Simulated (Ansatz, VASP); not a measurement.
**I in VASP and in Ansatz**

```
I
1.0
     0.00000    2.57878    2.57878
     2.57878    0.00000    2.57878
     2.57878    2.57878    0.00000
I
1
Direct
  0.00000 0.00000 0.00000
```

Alike in both runs: task single point; functional PBE; k mesh 4 × 4 × 4; occupations fermi-dirac, width 0.15 eV; non-collinear spin, spin-orbit coupling.

|  | VASP | Ansatz |
| --- | --- | --- |
| version | VASP 6.6.1 | Ansatz 0.2.0 development build |
| potentials or method | VASP PAW PBE potentials, release 64 (I) | plane waves, PAW datasets (hand-made set) |
| plane-wave cutoff (eV) | 500 | 520 |
| valence electrons in the cell | 7 | 17 |

```csv
,VASP,Ansatz,Ansatz less VASP
net moment per atom (μB),0.00,0.00,0.000
```

VASP's potentials hold 7 valence electrons a cell and Ansatz's 17, so a difference there can come from the potentials and not from the codes. Ansatz's warnings: stress scf threshold loose.

The k mesh is coarse, so the values compare programs but aren't converged.
